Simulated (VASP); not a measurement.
Write the native input for VASP 6.6.1 that does the following.

| Item | Value |
| --- | --- |
| Task | single point |
| Functional | PBE |
| Potentials or basis | VASP PAW PBE potentials, release 64 (B, N) |
| Cutoff | 600 eV |
| k mesh | 10 × 10 × 10 |
| Occupations | gaussian, width 0.02 eV |
| Spin | no spin polarisation |
| Dipole correction | no |
| Further INCAR settings | ALGO = Normal; EDIFF = 1e-06; NBANDS = 11 |

The structure of BN lies in POSCAR:

```
BN
1.0
    0.0000000000      1.7532750000      1.8075000000
    1.7532750000      0.0000000000      1.8075000000
    1.7532750000      1.7532750000      0.0000000000
B N
1 1
Direct
    0.0000000000      0.0000000000      0.0000000000
    0.2500000000      0.2500000000      0.2500000000
```

The input as run:

INCAR

```
SYSTEM = BN
ALGO = Normal ; EDIFF = 1E-6
ENCUT = 600 ; GGA = PE
GGA_COMPAT = .False. ; ISIF = 2
ISMEAR = 0 ; LASPH = .True.
LCHARG = .False. ; LREAL = .False.
LWAVE = .False. ; NBANDS = 11
NELM = 120 ; PREC = Accurate
SIGMA = 0.02
```

KPOINTS

```
k-points
0
Gamma
  10 10 10
  0 0 0
```

Potentials or basis: VASP PAW PBE potentials, release 64 (B, N).

Command:

```sh
$ cat potpaw_PBE.64/B/POTCAR potpaw_PBE.64/N/POTCAR > POTCAR
$ mpirun -np 1 vasp_std > vasp.out
```

It gave:

```json
{
 "Pressure": "29.2 GPa",
 "Band gap on the k mesh": "4.23 eV (least direct gap 8.94 eV)"
}
```

Caveat: the cell stands under pressure.

Run time: 15 s on 1 thread of Intel Xeon 8259CL (shared host), peak memory 0.13 GiB.
